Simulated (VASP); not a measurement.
# Cs (Fm-3m) in VASP: further runs

Cs is run at these levels: PBEsol; tasks: single point.

Program: VASP 6.6.1. These are calculated values, not measurements. Logs are shortened: lines on timing, memory, paths and dates and some standing lists are left out, and cuts for length are marked.

### 1 The cell of the first run

It takes space group Fm-3m (No. 225, cubic). The conventional cell has a = 7.897 Å, b = 7.897 Å, c = 7.897 Å, α = 90.00°, β = 90.00°, γ = 90.00°.

### 2 Single point, PBEsol

Contents of INCAR:

```
  PREC = Accurate
  ENCUT = 520
  EDIFF = 1E-7
  ISMEAR = -1
  SIGMA = 0.05
  LREAL = False
  LASPH = True
  NELM = 100
  ALGO = Normal
  ISIF = 2
  LWAVE = False
  LCHARG = False
  GGA = PS
  NBANDS = 10
```

Contents of KPOINTS:

```
regular mesh
0
Gamma
  6 6 6
```

Contents of POSCAR:

```
Cs
1.0
    0.0000000000      3.9483357400      3.9483357400
    3.9483357400      0.0000000000      3.9483357400
    3.9483357400      3.9483357400      0.0000000000
Cs
1
Direct
    0.0000000000      0.0000000000      0.0000000000
```

Potentials or basis: VASP PAW PBE potentials, release 64 (Cs_sv).

On the command line:

```sh
cat potpaw_PBE.64/Cs_sv/POTCAR > POTCAR
mpirun -np 1 vasp_std > vasp.out
```

OUTCAR:

```text
PREC = Accurate
   ENCUT = 520
   EDIFF = 1E-7
   ISMEAR = -1
   LREAL = False
   LASPH = True
   NELM = 100
   ISIF = 2
   GGA = PS

 ion  position               nearest neighbor table
   1  0.000  0.000  0.000-

  LATTYP: Found a face centered cubic cell.
 ALAT       =     7.8966714800

  Lattice vectors:

 A1 = (   0.0000000000,   3.9483357400,   3.9483357400)
 A2 = (   3.9483357400,   0.0000000000,   3.9483357400)
 A3 = (   3.9483357400,   3.9483357400,   0.0000000000)

Analysis of symmetry for initial positions (statically):
=====================================================================
 Subroutine PRICEL returns:
 Original cell was already a primitive cell.

 Routine SETGRP: Setting up the symmetry group for a
 face centered cubic supercell.

 Subroutine GETGRP returns: Found 48 space group operations
 (whereof 48 operations were pure point group operations)
 out of a pool of 48 trial point group operations.

The static configuration has the point symmetry O_h .

Analysis of symmetry for dynamics (positions and initial velocities):
=====================================================================
 Subroutine PRICEL returns:
 Original cell was already a primitive cell.

 Routine SETGRP: Setting up the symmetry group for a
 face centered cubic supercell.

 Subroutine GETGRP returns: Found 48 space group operations
 (whereof 48 operations were pure point group operations)
 out of a pool of 48 trial point group operations.

The dynamic configuration has the point symmetry O_h .

 Subroutine INISYM returns: Found 48 space group operations
 (whereof 48 operations are pure point group operations),
 and found     1 'primitive' translations

----------------------------------------------------------------------------------------

                                     Primitive cell

  volume of cell :     123.1040

  direct lattice vectors                    reciprocal lattice vectors
     0.000000000  3.948335740  3.948335740    -0.126635634  0.126635634  0.126635634
     3.948335740  0.000000000  3.948335740     0.126635634 -0.126635634  0.126635634
     3.948335740  3.948335740  0.000000000     0.126635634  0.126635634 -0.126635634

  length of vectors
     5.583789952  5.583789952  5.583789952     0.219339352  0.219339352  0.219339352

  position of ions in fractional coordinates (direct lattice)
     0.000000000  0.000000000  0.000000000

  ion indices of the primitive-cell ions
   primitive index   ion index
                 1           1

----------------------------------------------------------------------------------------

 KPOINTS: regular mesh

Automatic generation of k-mesh.
 Grid dimensions read from file:
 generate k-points for:    6    6    6

 Generating k-lattice:

  Cartesian coordinates                     Fractional coordinates (reciprocal lattice)
    -0.021105939  0.021105939  0.021105939     0.166666667  0.000000000  0.000000000
     0.021105939 -0.021105939  0.021105939     0.000000000  0.166666667  0.000000000
     0.021105939  0.021105939 -0.021105939     0.000000000  0.000000000  0.166666667

  Length of vectors
     0.036556559  0.036556559  0.036556559

  Shift w.r.t. Gamma in fractional coordinates (k-lattice)
     0.000000000  0.000000000  0.000000000

 Subroutine IBZKPT returns following result:
 ===========================================

 Found     16 irreducible k-points:

 Following reciprocal coordinates:
            Coordinates               Weight
  0.000000  0.000000  0.000000      1.000000
  0.166667  0.000000  0.000000      8.000000
  0.333333  0.000000  0.000000      8.000000
  0.500000  0.000000  0.000000      4.000000
  0.166667  0.166667  0.000000      6.000000
  0.333333  0.166667  0.000000     24.000000
[... 8 lines left out ...]
 -0.333333  0.333333  0.166667     24.000000
 -0.333333  0.500000  0.166667     12.000000
   k-points           NKPTS =     16   k-points in BZ     NKDIM =     16   number of bands    NBANDS=     10
   number of dos      NEDOS =    301   number of ions     NIONS =      1
   total plane-waves  NPLWV =  74088
   dimension x,y,z NGX =    42 NGY =   42 NGZ =   42
   dimension x,y,z NGXF=    84 NGYF=   84 NGZF=   84
   ions per type =               1
   NGX,Y,Z   is equivalent  to a cutoff of  12.50, 12.50, 12.50 a.u.
   NGXF,Y,Z  is equivalent  to a cutoff of  25.01, 25.01, 25.01 a.u.
 SYSTEM =  unknown system
   PREC   = accura    normal or accurate (medium, high low for compatibility)
   ISTART =      0    job   : 0-new  1-cont  2-samecut
   ICHARG =      2    charge: 1-file 2-atom 10-const
   ISPIN  =      1    spin polarized calculation?
   LNONCOLLINEAR =      F non collinear calculations
   LSORBIT =      F    spin-orbit coupling
   LASPH  =      T    aspherical Exc in radial PAW
   ENCUT  =  520.0 eV  38.22 Ry    6.18 a.u.  10.38 10.38 10.38*2*pi/ulx,y,z
   NELM   =    100;   NELMIN=  2; NELMDL= -5     # of ELM steps
   EDIFF  = 0.1E-06   stopping-criterion for ELM
   LREAL  =      F    real-space projection
   EDIFFG = 0.1E-05   stopping-criterion for IOM
   NSW    =      0    number of steps for IOM
   IBRION =     -1    ionic relax: 0-MD 1-quasi-New 2-CG
   NFREE  =      0    steps in history (QN), initial steepest desc. (CG)
   ISIF   =      2    stress and relaxation
   ISYM   =      2    0-nonsym 1-usesym 2-fastsym
   POTIM  = 0.5000    time-step for ionic-motion
   TEBEG  =    0.0;   TEEND  =   0.0 temperature during run
   PSTRESS=    0.0 pullay stress
   NELECT =       9.0000    total number of electrons
   NUPDOWN=      -1.0000    fix difference up-down
   EMIN   =  10.00;   EMAX   =-10.00  energy-range for DOS
   EFERMI =   0.00;   METHOD = LEGACY
   ISMEAR =    -1;   SIGMA  =   0.05  broadening in eV -4-tet -1-fermi 0-gaus
   EFERMI_NEDOS =   21; number of points for ismear=-14 and -15
   IALGO  =     38    algorithm
   IMIX   =      4    mixing-type and parameters
     AMIX     =   0.40;   BMIX     =  1.00
     AMIX_MAG =   1.60;   BMIX_MAG =  1.00
  volume/ion in A,a.u.               =     123.10       830.75
  Fermi-wavevector in a.u.,A,eV,Ry     =   0.684539  1.293591  6.375605  0.468594
  Thomas-Fermi vector in A             =   1.764221
   LORBIT       =      0    0 simple, 1 ext, 2 COOP (PROOUT), +10 PAW based schemes
   GGA     = PS    functional components
   LHFCALC =     F    Hartree Fock is set to
   AEXX    =    0.0000 exact exchange contribution
   IVDW    =     0    specifies the selected vdW correction
   LEPSILON=     F    determine dielectric tensor
   LRPA    =     F    only Hartree local field effects (RPA)
 non-spin polarized calculation
  energy-cutoff  :      520.00
  volume of cell :      123.10
 maximum number of plane-waves:      3347
 NGX is ok and might be reduce to    42
   NGX = 21   NGY = 21   NGZ = 21

 number of electron       9.0000001 magnetization

 Free energy of the ion-electron system (eV)
  ---------------------------------------------------
  ext. energy  EPLUGINS =         0.00000000
  ---------------------------------------------------
  free energy    TOTEN  =        -0.92916492 eV

  energy without entropy =       -0.91519827  energy(sigma->0) =       -0.92218160

 E-fermi :   0.1891     XC(G=0):  -5.3023

 val. band max:        0.1452578281   @ k =   0.5000   0.3333   0.1667
 cond. band min:       0.2011887088   @ k =   0.5000   0.0000   0.0000
 fundamental gap:      0.0559308807
 Fermi energy:         0.1890668504

 k-point     1 :       0.0000    0.0000    0.0000
  band No.  band energies     occupation
      1     -23.6702      2.00000
      2     -10.4001      2.00000
      3     -10.4001      2.00000
      4     -10.4001      2.00000
      5      -1.3987      2.00000
      6       2.6337      0.00000
      7       2.6337      0.00000
      8       2.6337      0.00000
      9       3.6638      0.00000
     10       3.6638      0.00000

 k-point     2 :       0.1667    0.0000    0.0000
  band No.  band energies     occupation
      1     -23.6692      2.00000
      2     -10.4276      2.00000
      3     -10.4039      2.00000
      4     -10.4039      2.00000
      5      -1.1324      2.00000
      6       2.1833      0.00000
      7       2.7268      0.00000
      8       2.7268      0.00000
      9       3.5083      0.00000
     10       3.5083      0.00000

 k-point     3 :       0.3333    0.0000    0.0000
  band No.  band energies     occupation
      1     -23.6670      2.00000
      2     -10.4814      2.00000
      3     -10.4113      2.00000
      4     -10.4113      2.00000
      5      -0.4338      1.99999
      6       1.4655      0.00000
      7       2.6193      0.00000
      8       2.6193      0.00000
      9       3.8560      0.00000
     10       3.8560      0.00000

 k-point     4 :       0.5000    0.0000    0.0000
  band No.  band energies     occupation
      1     -23.6659      2.00000
      2     -10.5077      2.00000
      3     -10.4151      2.00000
      4     -10.4151      2.00000
      5       0.2012      0.87937
      6       0.9211      0.00000
      7       2.5004      0.00000
      8       2.5004      0.00000
      9       4.4133      0.00000
     10       4.4330      0.00000

 k-point     5 :       0.1667    0.1667    0.0000
  band No.  band energies     occupation
      1     -23.6688      2.00000
      2     -10.4267      2.00000
      3     -10.4100      2.00000
      4     -10.4100      2.00000
      5      -1.0445      2.00000
      6       2.1269      0.00000
      7       2.7945      0.00000
      8       2.7945      0.00000
      9       2.9279      0.00000
     10       3.8194      0.00000

 k-point     6 :       0.3333    0.1667    0.0000
  band No.  band energies     occupation
      1     -23.6670      2.00000
      2     -10.4661      2.00000
      3     -10.4190      2.00000
      4     -10.4187      2.00000
      5      -0.4852      2.00000
      6       1.6566      0.00000
      7       2.2973      0.00000
      8       2.8556      0.00000
      9       3.3028      0.00000
     10       4.0839      0.00000

 k-point     7 :       0.5000    0.1667    0.0000
  band No.  band energies     occupation
      1     -23.6656      2.00000
      2     -10.4968      2.00000
      3     -10.4309      2.00000
      4     -10.4212      2.00000
      5       0.3142      0.15136
      6       1.0409      0.00000
      7       2.0835      0.00000
      8       2.7162      0.00000
      9       3.8285      0.00000
     10       4.4659      0.00000

 k-point     8 :      -0.3333    0.1667    0.0000
  band No.  band energies     occupation
      1     -23.6659      2.00000
      2     -10.4883      2.00000
      3     -10.4344      2.00000
      4     -10.4151      2.00000
      5       0.0568      1.86748
      6       1.2882      0.00000
      7       2.0503      0.00000
      8       2.7373      0.00000
      9       3.7266      0.00000
     10       4.3336      0.00000

 k-point     9 :      -0.1667    0.1667    0.0000
  band No.  band energies     occupation
      1     -23.6677      2.00000
      2     -10.4535      2.00000
      3     -10.4214      2.00000
      4     -10.4064      2.00000
      5      -0.7159      2.00000
      6       1.8513      0.00000
      7       2.3819      0.00000
      8       3.0272      0.00000
      9       3.0337      0.00000
     10       3.9499      0.00000

 k-point    10 :       0.3333    0.3333    0.0000
  band No.  band energies     occupation
      1     -23.6660      2.00000
      2     -10.4773      2.00000
      3     -10.4298      2.00000
      4     -10.4298      2.00000
      5      -0.1394      1.99720
      6       1.5197      0.00000
      7       1.9211      0.00000
      8       3.3199      0.00000
      9       3.3199      0.00000
     10       4.1923      0.00000

 k-point    11 :       0.5000    0.3333    0.0000
  band No.  band energies     occupation
      1     -23.6649      2.00000
      2     -10.4906      2.00000
      3     -10.4462      2.00000
      4     -10.4335      2.00000
      5       0.4768      0.00631
      6       1.2990      0.00000
      7       1.6195      0.00000
      8       3.3219      0.00000
      9       3.4262      0.00000
     10       4.5249      0.00000

 k-point    12 :      -0.3333    0.3333    0.0000
  band No.  band energies     occupation
      1     -23.6649      2.00000
      2     -10.4728      2.00000
      3     -10.4721      2.00000
      4     -10.4262      2.00000
      5       0.8106      0.00001
      6       1.1567      0.00000
      7       1.4588      0.00000
      8       3.0346      0.00000
      9       3.3167      0.00000
     10       4.0054      0.00000

 k-point    13 :       0.5000    0.5000    0.0000
  band No.  band energies     occupation
      1     -23.6645      2.00000
      2     -10.5014      2.00000
      3     -10.4396      2.00000
      4     -10.4396      2.00000
      5       0.5333      0.00205
      6       1.2967      0.00000
      7       1.5434      0.00000
      8       4.0285      0.00000
      9       4.0285      0.00000
     10       4.2560      0.00000

 k-point    14 :       0.5000    0.3333    0.1667
  band No.  band energies     occupation
      1     -23.6656      2.00000
      2     -10.4804      2.00000
      3     -10.4440      2.00000
      4     -10.4244      2.00000
      5       0.1453      1.41206
      6       1.4844      0.00000
      7       1.7180      0.00000
      8       2.9224      0.00000
      9       3.5459      0.00000
     10       4.3567      0.00000

 k-point    15 :      -0.3333    0.3333    0.1667
  band No.  band energies     occupation
      1     -23.6649      2.00000
      2     -10.4837      2.00000
      3     -10.4569      2.00000
      4     -10.4305      2.00000
      5       0.9175      0.00000
      6       0.9494      0.00000
      7       1.6373      0.00000
      8       2.6475      0.00000
      9       3.6802      0.00000
     10       4.4408      0.00000

 k-point    16 :      -0.3333    0.5000    0.1667
  band No.  band energies     occupation
      1     -23.6645      2.00000
      2     -10.4861      2.00000
      3     -10.4552      2.00000
      4     -10.4403      2.00000
      5       0.8381      0.00000
      6       1.3376      0.00000
      7       1.4600      0.00000
      8       2.5257      0.00000
      9       4.2768      0.00000
     10       4.3839      0.00000

------------------------ aborting loop because EDIFF is reached ----------------------------------------

  FORCE on cell =-STRESS in cart. coord.  units (eV):
  Direction    XX          YY          ZZ          XY          YZ          ZX
  --------------------------------------------------------------------------------------
  -------------------------------------------------------------------------------------
  Total       -0.1455168     -0.1455168     -0.1455168      0.0000000     -0.0000000     -0.0000000
  in kB       -1.8938754     -1.8938754     -1.8938754      0.0000000     -0.0000000     -0.0000000
  external PRESSURE =      -1.8938754 kB  Pullay stress =       0.0000000 kB

 VOLUME and BASIS-vectors are now :
 -----------------------------------------------------------------------------
  energy-cutoff  :      520.00
  volume of cell :      123.10
      direct lattice vectors                 reciprocal lattice vectors
     0.000000000  3.948335740  3.948335740    -0.126635634  0.126635634  0.126635634
     3.948335740  0.000000000  3.948335740     0.126635634 -0.126635634  0.126635634
     3.948335740  3.948335740  0.000000000     0.126635634  0.126635634 -0.126635634

 POSITION                                       TOTAL-FORCE (eV/Angst)
 -----------------------------------------------------------------------------------
      0.00000      0.00000      0.00000        -0.000000      0.000000      0.000000
 -----------------------------------------------------------------------------------
    total drift:                               -0.000000     -0.000000     -0.000000

  FREE ENERGIE OF THE ION-ELECTRON SYSTEM (eV)
  ---------------------------------------------------
  free  energy   TOTEN  =        -0.9291649243 eV

  energy  without entropy=       -0.9151982663  energy(sigma->0) =       -0.92218160
```

Wall time 17 s (1 thread of AMD EPYC 7R13 (Zen 3), shared host); peak memory 0.2 GiB.

What came out:

```
Free energy : -0.9292 eV
Pressure    : -0.2 GPa
```

Levels at points of the mesh, in eV from the Fermi level:
```
           k point  band 3  band 4  band 5  band 6  band 7  band 8
(0.00, 0.00, 0.00)  -10.59  -10.59   -1.59    2.44    2.44    2.44
(0.50, 0.00, 0.00)  -10.60  -10.60    0.01    0.73    2.31    2.31
(0.50, 0.50, 0.00)  -10.63  -10.63    0.34    1.11    1.35    3.84
```

Caveat: the PAW data sets were made with another functional, which shifts forces and pressure a little; spin-orbit coupling is left out, which moves the levels of the heavy elements.

### 3 Single point, PBEsol

This run uses another cell than the first one, of 125.57 Å³/atom, 1.020 times its volume.

Contents of INCAR:

```
ALGO = Fast
EDIFF = 1E-7
ENCUT = 520
GGA = PS
ISIF = 2
ISMEAR = -1
LASPH = T
LCHARG = F
LREAL = F
LWAVE = F
NBANDS = 10
NELM = 100
PREC = Accurate
SIGMA = 0.05
```

Contents of KPOINTS:

```
k-points
0
Gamma
  6 6 6
```

Contents of POSCAR:

```
Cs
1.0
    0.0000000000      3.9744844209      3.9744844209
    3.9744844209      0.0000000000      3.9744844209
    3.9744844209      3.9744844209      0.0000000000
Cs
1
Direct
    0.0000000000      0.0000000000      0.0000000000
```

Potentials or basis: VASP PAW PBE potentials, release 64 (Cs_sv).

On the command line:

```sh
cat potpaw_PBE.64/Cs_sv/POTCAR > POTCAR
mpirun -np 1 vasp_std > vasp.out
```

Run time: 19 s. Hardware: 1 thread of AMD EPYC 7R13 (Zen 3), shared host; peak memory 0.21 GiB.

The run converged. Its results:

```yaml
Free_energy: -0.9261 eV
Pressure: -0.2 GPa
```

Levels at points of the mesh, in eV from the Fermi level:
```
           k point  band 1  band 2  band 3  band 4  band 5  band 6  band 7  band 8  band 9  band 10
(0.00, 0.00, 0.00)  -23.87  -10.60  -10.60  -10.60   -1.57    2.43    2.43    2.43    3.45     3.45
(0.50, 0.00, 0.00)  -23.87  -10.70  -10.62  -10.62    0.02    0.72    2.30    2.30    4.18     4.21
(0.50, 0.50, 0.00)  -23.87  -10.70  -10.64  -10.64    0.36    1.12    1.33    3.79    3.79     3.99
```

Caveat: the PAW data sets were made with another functional, which shifts forces and pressure a little; spin-orbit coupling is left out, which moves the levels of the heavy elements.
